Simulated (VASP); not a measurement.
# SnO2 (Pbcn) in VASP: further runs

The runs below take SnO2 through single point, with PBE.

Everything below comes from runs of VASP 6.6.1. Logs are shortened: lines on timing, memory, paths and dates and some standing lists are left out, and cuts for length are marked.

### Step 1. The cell of the first run

It takes space group Pbcn (No. 60, orthorhombic). The conventional cell has a = 4.581 Å, b = 5.350 Å, c = 5.073 Å, α = 90.00°, β = 90.00°, γ = 90.00°. Sn (site symmetry 2) has 6 O at 1.94 to 2.00 Å within 2.6 Å. O (site symmetry 1) has 4 Sn at 1.94 to 3.14 Å and 12 O at 2.53 to 3.03 Å within 3.2 Å.

### Step 2. Single point, PBE (10.36 Å³/atom)

Input file INCAR:

```
ALGO = Normal
EDIFF = 1E-6
ENCUT = 520
GGA = PE
ISIF = 2
ISMEAR = 0
LASPH = T
LCHARG = T
LELF = T
LREAL = F
LVHAR = T
LWAVE = F
NBANDS = 64
NELM = 60
PREC = Accurate
SIGMA = 0.05
```

Input file KPOINTS:

```
k-points
0
Gamma
  6 6 6
```

Input file POSCAR:

```
SnO2
1.0
    4.5807476704      0.0000000000      0.0000000000
    0.0000000000      5.3499730195      0.0000000000
    0.0000000000      0.0000000000      5.0733515663
Sn O
4 8
Direct
    0.5000000000      0.6651654903      0.7500000000
    0.0000000000      0.8348345097      0.2500000000
    0.5000000000      0.3348345097      0.2500000000
    0.0000000000      0.1651654903      0.7500000000
    0.7301204269      0.6070551965      0.0781681516
    0.2301204269      0.8929448035      0.9218318484
    0.7698795731      0.8929448035      0.5781681516
    0.2698795731      0.6070551965      0.4218318484
    0.7301204269      0.3929448035      0.5781681516
    0.2301204269      0.1070551965      0.4218318484
    0.7698795731      0.1070551965      0.0781681516
    0.2698795731      0.3929448035      0.9218318484
```

Potentials or basis: VASP PAW PBE potentials, release 64 (Sn_d, O).

Started as:

```console
$ cat potpaw_PBE.64/Sn_d/POTCAR potpaw_PBE.64/O/POTCAR > POTCAR
$ mpirun -np 1 vasp_std > vasp.out
```

OUTCAR:

```text
EDIFF = 1E-6
   ENCUT = 520
   GGA = PE
   ISIF = 2
   ISMEAR = 0
   LASPH = T
   LREAL = F
   NELM = 60
   PREC = Accurate

 ion  position               nearest neighbor table
   1  0.500  0.665  0.750-   6 1.94   7 1.94   5 1.99   8 1.99   9 2.00  12 2.00   3 3.09   3 3.09
                             4 3.52   4 3.52   4 3.52   4 3.52   2 3.54   2 3.54   2 3.54   2 3.54
   2  0.000  0.835  0.250-   5 1.94   8 1.94   7 1.99   6 1.99  10 2.00  11 2.00   4 3.09   4 3.09
                             3 3.52   3 3.52   3 3.52   3 3.52   1 3.54   1 3.54   1 3.54   1 3.54
   3  0.500  0.335  0.250-  10 1.94  11 1.94   9 1.99  12 1.99   5 2.00   8 2.00   1 3.09   1 3.09
                             2 3.52   2 3.52   2 3.52   2 3.52   4 3.54   4 3.54   4 3.54   4 3.54
   4  0.000  0.165  0.750-   9 1.94  12 1.94  11 1.99  10 1.99   6 2.00   7 2.00   2 3.09   2 3.09
                             1 3.52   1 3.52   1 3.52   1 3.52   3 3.54   3 3.54   3 3.54   3 3.54
   5  0.730  0.607  0.078-   2 1.94   1 1.99   3 2.00
   6  0.230  0.893  0.922-   1 1.94   2 1.99   4 2.00
   7  0.770  0.893  0.578-   1 1.94   2 1.99   4 2.00
   8  0.270  0.607  0.422-   2 1.94   1 1.99   3 2.00
   9  0.730  0.393  0.578-   4 1.94   3 1.99   1 2.00
  10  0.230  0.107  0.422-   3 1.94   4 1.99   2 2.00
  11  0.770  0.107  0.078-   3 1.94   4 1.99   2 2.00
  12  0.270  0.393  0.922-   4 1.94   3 1.99   1 2.00

  LATTYP: Found a simple orthorhombic cell.
 ALAT       =     4.5807476704
 B/A-ratio  =     1.1075378806
 C/A-ratio  =     1.1679257197

  Lattice vectors:

 A1 = (  -4.5807476704,   0.0000000000,   0.0000000000)
 A2 = (   0.0000000000,   0.0000000000,   5.0733515663)
 A3 = (   0.0000000000,   5.3499730195,   0.0000000000)

Analysis of symmetry for initial positions (statically):
=====================================================================
 Subroutine PRICEL returns:
 Original cell was already a primitive cell.

 Routine SETGRP: Setting up the symmetry group for a
 simple orthorhombic supercell.

 Subroutine GETGRP returns: Found  8 space group operations
 (whereof  2 operations were pure point group operations)
 out of a pool of  8 trial point group operations.

The static configuration has the point symmetry S_2 .
 The point group associated with its full space group is D_2h.

Analysis of symmetry for dynamics (positions and initial velocities):
[... 142 lines left out ...]
   PSTRESS=    0.0 pullay stress
   NELECT =     104.0000    total number of electrons
   NUPDOWN=      -1.0000    fix difference up-down
   EMIN   =  10.00;   EMAX   =-10.00  energy-range for DOS
   EFERMI =   0.00;   METHOD = LEGACY
   ISMEAR =     0;   SIGMA  =   0.05  broadening in eV -4-tet -1-fermi 0-gaus
   EFERMI_NEDOS =   21; number of points for ismear=-14 and -15
   IALGO  =     38    algorithm
   IMIX   =      4    mixing-type and parameters
     AMIX     =   0.40;   BMIX     =  1.00
     AMIX_MAG =   1.60;   BMIX_MAG =  1.00
  volume/ion in A,a.u.               =      10.36        69.92
  Fermi-wavevector in a.u.,A,eV,Ry     =   1.542499  2.914901 32.372397  2.379304
  Thomas-Fermi vector in A             =   2.648295
   LORBIT       =      0    0 simple, 1 ext, 2 COOP (PROOUT), +10 PAW based schemes
   GGA     = PE    functional components
   LHFCALC =     F    Hartree Fock is set to
   AEXX    =    0.0000 exact exchange contribution
   IVDW    =     0    specifies the selected vdW correction
   LEPSILON=     F    determine dielectric tensor
   LRPA    =     F    only Hartree local field effects (RPA)
 non-spin polarized calculation
 Gauss-broadening in eV      SIGMA  =   0.05
  energy-cutoff  :      520.00
  volume of cell :      124.33
 maximum number of plane-waves:      3384
 NGX is ok and might be reduce to    36
   NGX = 17   NGY = 19   NGZ = 19

 number of electron     104.0000043 magnetization

 Free energy of the ion-electron system (eV)
  ---------------------------------------------------
  ext. energy  EPLUGINS =         0.00000000
  ---------------------------------------------------
  free energy    TOTEN  =       -71.16803952 eV

  energy without entropy =      -71.16803952  energy(sigma->0) =      -71.16803952

 E-fermi :   7.9592     XC(G=0): -12.0628

 val. band max:        7.6876936431   @ k =   0.0000   0.0000   0.0000
 cond. band min:      10.6180066479   @ k =   0.0000   0.0000   0.0000
 fundamental gap:      2.9303130048
 Fermi energy:         7.9592224606

 k-point     1 :       0.0000    0.0000    0.0000
  band No.  band energies     occupation
      1     -13.3424      2.00000
      2     -13.1851      2.00000
      3     -13.0669      2.00000
      4     -12.5261      2.00000
      5     -12.3483      2.00000
      6     -12.2475      2.00000
[... 1597 lines left out ...]
     63      19.8153      0.00000
     64      19.8156      0.00000

 [... further k-points ...]

------------------------ aborting loop because EDIFF is reached ----------------------------------------

  FORCE on cell =-STRESS in cart. coord.  units (eV):
  Direction    XX          YY          ZZ          XY          YZ          ZX
  --------------------------------------------------------------------------------------
  -------------------------------------------------------------------------------------
  Total       35.6723433     41.7454683     37.3802824      0.0000000      0.0000000      0.0000000
  in kB      459.6839082    537.9439163    481.6928951      0.0000000      0.0000000      0.0000000
  external PRESSURE =     493.1069065 kB  Pullay stress =       0.0000000 kB

 VOLUME and BASIS-vectors are now :
 -----------------------------------------------------------------------------
  energy-cutoff  :      520.00
  volume of cell :      124.33
      direct lattice vectors                 reciprocal lattice vectors
     4.580747670  0.000000000  0.000000000     0.218304974  0.000000000  0.000000000
     0.000000000  5.349973020  0.000000000     0.000000000  0.186916830  0.000000000
     0.000000000  0.000000000  5.073351566     0.000000000  0.000000000  0.197108359

 POSITION                                       TOTAL-FORCE (eV/Angst)
 -----------------------------------------------------------------------------------
      2.29037      3.55862      3.80501         0.000000      0.747023      0.000000
      0.00000      4.46634      1.26834        -0.000000     -0.747023      0.000000
      2.29037      1.79136      1.26834        -0.000000     -0.747023      0.000000
      0.00000      0.88363      3.80501         0.000000      0.747023      0.000000
      3.34450      3.24773      0.39657         0.479439     -0.197266     -0.247593
      1.05412      4.77723      4.67678         0.479439      0.197266      0.247593
      3.52662      4.77723      2.93325        -0.479439      0.197266     -0.247593
      1.23625      3.24773      2.14010        -0.479439     -0.197266      0.247593
      3.34450      2.10224      2.93325         0.479439      0.197266     -0.247593
      1.05412      0.57274      2.14010         0.479439     -0.197266      0.247593
      3.52662      0.57274      0.39657        -0.479439     -0.197266     -0.247593
      1.23625      2.10224      4.67678        -0.479439      0.197266      0.247593
 -----------------------------------------------------------------------------------
    total drift:                                0.000000      0.000000     -0.000000

  FREE ENERGIE OF THE ION-ELECTRON SYSTEM (eV)
  ---------------------------------------------------
  free  energy   TOTEN  =       -71.1680395244 eV

  energy  without entropy=      -71.1680395244  energy(sigma->0) =      -71.16803952
```

OSZICAR:

```text
N       E                     dE             d eps       ncg     rms          rms(c)
DAV:   1     0.165228317229E+04    0.16523E+04   -0.48262E+04  9600   0.272E+03
DAV:   2     0.271848683056E+03   -0.13804E+04   -0.13022E+04  8528   0.834E+02
DAV:   3    -0.561574405863E+02   -0.32801E+03   -0.32081E+03  8728   0.291E+02
DAV:   4    -0.837239358623E+02   -0.27566E+02   -0.27289E+02 10248   0.936E+01
DAV:   5    -0.844850297323E+02   -0.76109E+00   -0.75869E+00  9712   0.159E+01    0.248E+01
DAV:   6    -0.708712236946E+02    0.13614E+02   -0.42158E+01 13168   0.706E+01    0.938E+00
DAV:   7    -0.712221317610E+02   -0.35091E+00   -0.61763E+00  9384   0.109E+01    0.519E+00
DAV:   8    -0.712095559679E+02    0.12576E-01   -0.77310E-01 11688   0.959E+00    0.130E+00
DAV:   9    -0.711662382042E+02    0.43318E-01   -0.25432E-01 12328   0.670E+00    0.296E-01
DAV:  10    -0.711677942134E+02   -0.15560E-02   -0.21882E-02  9288   0.898E-01    0.161E-01
DAV:  11    -0.711680535829E+02   -0.25937E-03   -0.22418E-03 10928   0.258E-01    0.334E-02
DAV:  12    -0.711680434372E+02    0.10146E-04   -0.15702E-04 11944   0.116E-01    0.155E-02
DAV:  13    -0.711680400144E+02    0.34228E-05   -0.43967E-05 11952   0.120E-01    0.803E-03
DAV:  14    -0.711680400940E+02   -0.79614E-07   -0.10767E-05  9248   0.177E-02    0.501E-03
DAV:  15    -0.711680395244E+02    0.56956E-06   -0.85586E-07  5632   0.176E-02
   1 F= -.71168040E+02 E0= -.71168040E+02  d E =-.203405E-16
```

stdout:

```text
POSCAR found type information on POSCAR SnO
 POSCAR found :  2 types and      12 ions
 scaLAPACK will be used
 LDA part: xc-table for (Slater+PW92), standard interpolation
 POSCAR, INCAR and KPOINTS ok, starting setup
 FFT: planning ... GRIDC
 FFT: planning ... GRID_SOFT
 FFT: planning ... GRID
 WAVECAR not read
 entering main loop
```

Wall time 12 min (1 thread of Intel Xeon 8259CL, shared host); peak memory 0.46 GiB.

Results:

| Property | Result |
| --- | --- |
| Free energy | -71.1680 eV |
| Pressure | 49.3 GPa |
| Largest force | 0.747 eV/Å |
| Band gap on the k mesh | 2.93 eV |

Forces on the atoms (eV/Å):
```
Sn   0.000  0.747  0.000
Sn   0.000 -0.747  0.000
Sn   0.000 -0.747  0.000
Sn   0.000  0.747  0.000
O    0.479 -0.197 -0.248
O    0.479  0.197  0.248
O   -0.479  0.197 -0.248
O   -0.479 -0.197  0.248
O    0.479  0.197 -0.248
O    0.479 -0.197  0.248
O   -0.479 -0.197 -0.248
O   -0.479  0.197  0.248
```

Levels at points of the mesh, in eV from the valence-band top:
| k point | band 49 | band 50 | band 51 | band 52 | band 53 | band 54 | band 55 | band 56 |
| --- | --- | --- | --- | --- | --- | --- | --- | --- |
| (0.00, 0.00, 0.00) | -0.59 | -0.41 | -0.10 | 0.00 | 2.93 | 7.63 | 7.65 | 7.95 |
| (0.50, 0.00, 0.00) | -0.41 | -0.41 | -0.12 | -0.12 | 6.02 | 6.02 | 6.61 | 6.61 |
| (0.00, 0.50, 0.00) | -1.07 | -1.07 | -0.31 | -0.31 | 5.57 | 5.57 | 8.56 | 8.56 |
| (0.50, 0.50, 0.00) | -0.62 | -0.62 | -0.44 | -0.44 | 6.50 | 6.50 | 7.52 | 7.52 |
| (0.00, 0.00, 0.50) | -0.49 | -0.49 | -0.08 | -0.08 | 5.98 | 5.98 | 7.46 | 7.46 |
| (0.50, 0.00, 0.50) | -0.32 | -0.32 | -0.32 | -0.32 | 6.39 | 6.39 | 6.39 | 6.39 |
| (0.00, 0.50, 0.50) | -0.52 | -0.52 | -0.52 | -0.52 | 7.07 | 7.07 | 7.07 | 7.07 |
| (0.50, 0.50, 0.50) | -0.62 | -0.62 | -0.62 | -0.62 | 6.96 | 6.96 | 6.96 | 6.96 |

Caveat: the cell stands under pressure; spin-orbit coupling is left out, which moves the levels of the heavy elements.

### Step 3. Single point, PBE (11.35 Å³/atom)

This run uses another cell than the first one, of 11.35 Å³/atom.

Input file INCAR:

```
SYSTEM = SnO2
ALGO     = Normal         ! electronic algorithm
EDIFF    = 1E-6           ! SCF threshold, eV
ENCUT    = 520            ! plane-wave cutoff, eV
GGA      = PE             ! functional
ISIF     = 2              ! what is computed and relaxed
ISMEAR   = 0              ! smearing method
LASPH    = .True.         ! aspherical terms in the spheres
LCHARG   = .False.        ! write CHGCAR
LREAL    = .False.        ! projectors in reciprocal space
LWAVE    = .False.        ! write WAVECAR
NBANDS   = 64             ! bands
NELM     = 80             ! most SCF steps
PREC     = Accurate       ! precision mode
SIGMA    = 0.05           ! smearing width, eV
```

Input file KPOINTS:

```
k-points
0
Gamma
  6 6 6
  0 0 0
```

Changes to POSCAR since step 2:

```diff
@@ -2,5 +2,5 @@
 1.0
-    4.5807476704      0.0000000000      0.0000000000
-    0.0000000000      5.3499730195      0.0000000000
-    0.0000000000      0.0000000000      5.0733515663
+    4.5972894468      0.0000000000      0.0000000000
+    0.0000000000      5.8175254007      0.0000000000
+    0.0000000000      0.0000000000      5.0916722104
 Sn O
```

Potentials or basis: VASP PAW PBE potentials, release 64 (Sn_d, O).

Started as:

```console
$ cat potpaw_PBE.64/Sn_d/POTCAR potpaw_PBE.64/O/POTCAR > POTCAR
$ mpirun -np 1 vasp_std > vasp.out
```

Run time: 6.1 min. Hardware: 1 thread of Intel Xeon Platinum 8488C (Sapphire Rapids), shared host; peak memory 0.51 GiB.

It converged, with:

```yaml
Free_energy: -73.5921 eV
Pressure: 19.9 GPa
Largest_force: 0.527 eV/Å
Band_gap_on_the_k_mesh: 1.96 eV (least direct gap 1.96 eV)
```

Forces on the atoms (eV/Å):
```
Sn   0.000  0.231  0.000
Sn   0.000 -0.231  0.000
Sn   0.000 -0.231  0.000
Sn   0.000  0.231  0.000
O    0.454 -0.094  0.250
O    0.454  0.094 -0.250
O   -0.454  0.094  0.250
O   -0.454 -0.094 -0.250
O    0.454  0.094  0.250
O    0.454 -0.094 -0.250
O   -0.454 -0.094  0.250
O   -0.454  0.094 -0.250
```

Stress tensor (GPa, compression positive):
```
20.44  0.00  0.00
 0.00 14.31  0.00
 0.00  0.00 25.07
```

Levels at points of the mesh, in eV from the valence-band top:
```tsv
k point	band 49	band 50	band 51	band 52	band 53	band 54	band 55	band 56
(0.00, 0.00, 0.00)	-0.51	-0.27	-0.02	-0.01	1.96	6.78	6.82	7.08
(0.50, 0.00, 0.00)	-0.30	-0.30	-0.05	-0.05	5.09	5.09	5.89	5.89
(0.00, 0.50, 0.00)	-0.86	-0.86	-0.03	-0.03	4.63	4.63	7.47	7.47
(0.50, 0.50, 0.00)	-0.51	-0.51	-0.11	-0.11	5.57	5.57	6.71	6.71
(0.00, 0.00, 0.50)	-0.25	-0.25	-0.13	-0.13	5.05	5.05	6.80	6.80
(0.50, 0.00, 0.50)	-0.26	-0.26	-0.26	-0.26	5.56	5.56	5.56	5.56
(0.00, 0.50, 0.50)	-0.25	-0.25	-0.25	-0.25	6.14	6.14	6.14	6.14
(0.50, 0.50, 0.50)	-0.30	-0.30	-0.30	-0.30	5.99	5.99	5.99	5.99
```

Caveat: the cell stands under pressure; spin-orbit coupling is left out, which moves the levels of the heavy elements.

### Step 4. Single point, PBE (11.35 Å³/atom)

This run uses another cell than the first one, of 11.35 Å³/atom.

Input file INCAR:

```
ALGO = Normal
EDIFF = 1E-6
ENCUT = 520
GGA = PE
ISIF = 2
ISMEAR = 0
LASPH = T
LCHARG = T
LELF = T
LREAL = F
LVHAR = T
LWAVE = F
NBANDS = 64
NELM = 100
PREC = Accurate
SIGMA = 0.05
```

Input file KPOINTS:

```
k-points
0
Gamma
  6 6 6
```

Changes to POSCAR since step 3:

```diff
@@ -2,5 +2,5 @@
 1.0
-    4.5972894468      0.0000000000      0.0000000000
-    0.0000000000      5.8175254007      0.0000000000
-    0.0000000000      0.0000000000      5.0916722104
+    4.6281747048      0.0000000000      0.0000000000
+    0.0000000000      5.7401401386      0.0000000000
+    0.0000000000      0.0000000000      5.1258788035
 Sn O
```

Started as:

```console
$ cat potpaw_PBE.64/Sn_d/POTCAR potpaw_PBE.64/O/POTCAR > POTCAR
$ mpirun -np 1 vasp_std > vasp.out
```

Run time: 3.8 min. Hardware: 1 thread of Intel Xeon 6975P-C (Granite Rapids), shared host; peak memory 0.5 GiB.

The run converged. Its results:

```yaml
Free_energy: -73.6672 eV
Pressure: 19.7 GPa
Largest_force: 0.404 eV/Å
Band_gap_on_the_k_mesh: 1.96 eV
```

Forces in eV/Å, atoms in the order of the input:
```
Sn   0.000  0.248  0.000
Sn   0.000 -0.248  0.000
Sn   0.000 -0.248  0.000
Sn   0.000  0.248  0.000
O    0.364 -0.101  0.144
O    0.364  0.101 -0.144
O   -0.364  0.101  0.144
O   -0.364 -0.101 -0.144
O    0.364  0.101  0.144
O    0.364 -0.101 -0.144
O   -0.364 -0.101  0.144
O   -0.364  0.101 -0.144
```

Stress tensor (GPa, compression positive):
```
19.53  0.00  0.00
 0.00 16.51  0.00
 0.00  0.00 23.02
```

Levels at points of the mesh, in eV from the valence-band top:
| k point | band 49 | band 50 | band 51 | band 52 | band 53 | band 54 | band 55 | band 56 |
| --- | --- | --- | --- | --- | --- | --- | --- | --- |
| (0.00, 0.00, 0.00) | -0.52 | -0.20 | -0.06 | 0.00 | 1.96 | 6.80 | 6.83 | 7.14 |
| (0.50, 0.00, 0.00) | -0.29 | -0.29 | -0.04 | -0.04 | 5.10 | 5.10 | 5.86 | 5.86 |
| (0.00, 0.50, 0.00) | -0.87 | -0.87 | -0.05 | -0.05 | 4.64 | 4.64 | 7.50 | 7.50 |
| (0.50, 0.50, 0.00) | -0.51 | -0.51 | -0.14 | -0.14 | 5.57 | 5.57 | 6.69 | 6.69 |
| (0.00, 0.00, 0.50) | -0.20 | -0.20 | -0.17 | -0.17 | 5.04 | 5.04 | 6.77 | 6.77 |
| (0.50, 0.00, 0.50) | -0.24 | -0.24 | -0.24 | -0.24 | 5.55 | 5.55 | 5.55 | 5.55 |
| (0.00, 0.50, 0.50) | -0.27 | -0.27 | -0.27 | -0.27 | 6.14 | 6.14 | 6.14 | 6.14 |
| (0.50, 0.50, 0.50) | -0.33 | -0.33 | -0.33 | -0.33 | 6.00 | 6.00 | 6.00 | 6.00 |

Caveat: the cell stands under pressure; spin-orbit coupling is left out, which moves the levels of the heavy elements.

[end of part 1 of 2]
